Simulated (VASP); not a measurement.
HfN:

```
Hf N
1.0
     3.19047    0.00000    0.00000
    -1.59523    2.76302    0.00000
     0.00000    0.00000    7.81501
Hf N
3 3
Direct
  0.00000 0.00000 0.00000
  0.33333 0.66667 0.33333
  0.66667 0.33333 0.66667
  0.66667 0.33333 0.16667
  0.00000 0.00000 0.50000
  0.33333 0.66667 0.83333
```

```yaml
Program: VASP 6.6.1
Task: relaxation of cell and atoms
Functional: PBE
Potentials_or_basis: VASP PAW PBE potentials, release 64 (Hf_pv, N)
Cutoff: 600 eV
k_mesh: 12 × 12 × 6
Occupations: gaussian, width 0.1 eV
Spin: no spin polarisation
```

At the start: pressure 4.0 GPa; volume 11.48 Å³/atom.

Problem. Where does the relaxation end?

Solution. Over 3 steps the energy falls by 2.1 meV/atom and the volume is 11.65 Å³/atom (+1.5 %); space group Fm-3m (No. 225, to 0.1 Å) before and after.

Step by step:
```
step  energy change (eV)  largest force (eV/Å)  pressure (GPa)  volume (Å³)
   1              0.0000                0.0000            4.05        68.89
   2              0.0302                0.0000           -6.92        71.82
   3             -0.0125                0.0000           -0.03        69.91
```

Final structure:
```xyz
6
Lattice="3.2061 0.0000 0.0000 -1.6031 2.7766 0.0000 0.0000 0.0000 7.8529" Properties=species:S:1:pos:R:3 pbc="T T T"
Hf    0.0000    0.0000    0.0000
Hf    0.0000    1.8510    2.6176
Hf    1.6031    0.9255    5.2353
N     1.6031    0.9255    1.3088
N     0.0000    0.0000    3.9264
N     0.0000    1.8510    6.5441
```

Caveat: an odd number of electrons without spin polarisation forces a metal; a magnetic or distorted state may lie lower.
